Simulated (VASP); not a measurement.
## Be2C: single point with PBE

The system is Be2C.

```xyz
3
Lattice="0.0000 2.1856 2.1856 2.1856 0.0000 2.1856 2.1856 2.1856 0.0000" Properties=species:S:1:pos:R:3 pbc="T T T"
C     0.0000    0.0000    0.0000
Be    1.0928    1.0928    1.0928
Be    3.2784    3.2784    3.2784
```

This cell differs from its parent crystal: volume changed by +3%.

```yaml
Program: VASP 6.6.1
Task: single point
Functional: PBE
Potentials_or_basis: VASP PAW PBE potentials, release 64 (C, Be)
Cutoff: 600 eV
k_mesh: 8 × 8 × 8
Occupations: gaussian, width 0.01 eV
Spin: no spin polarisation
Dipole_correction: no
Further_INCAR_settings: ALGO = Normal; EDIFF = 1e-06; NBANDS = 11
```

| Quantity | Value |
| --- | --- |
| Pressure | -5.4 GPa |
| Band gap on the k mesh | 1.15 eV, indirect (least direct gap 4.07 eV) |

Levels at points of the mesh, in eV from the valence-band top:
| k point | band 1 | band 2 | band 3 | band 4 | band 5 | band 6 | band 7 | band 8 |
| --- | --- | --- | --- | --- | --- | --- | --- | --- |
| (0.00, 0.00, 0.00) | -14.83 | 0.00 | 0.00 | 0.00 | 4.07 | 4.07 | 4.07 | 6.43 |
| (0.50, 0.00, 0.00) | -12.03 | -8.54 | -1.78 | -1.78 | 4.95 | 4.95 | 6.70 | 9.64 |
| (0.50, 0.50, 0.00) | -11.29 | -6.67 | -4.61 | -4.61 | 1.15 | 5.53 | 12.94 | 12.94 |

Run time: 10 s on 1 thread of Intel(R) Xeon(R) 6975P-C (Granite Rapids), on a shared host, peak memory 0.15 GiB.

 A k mesh can miss the band edges.
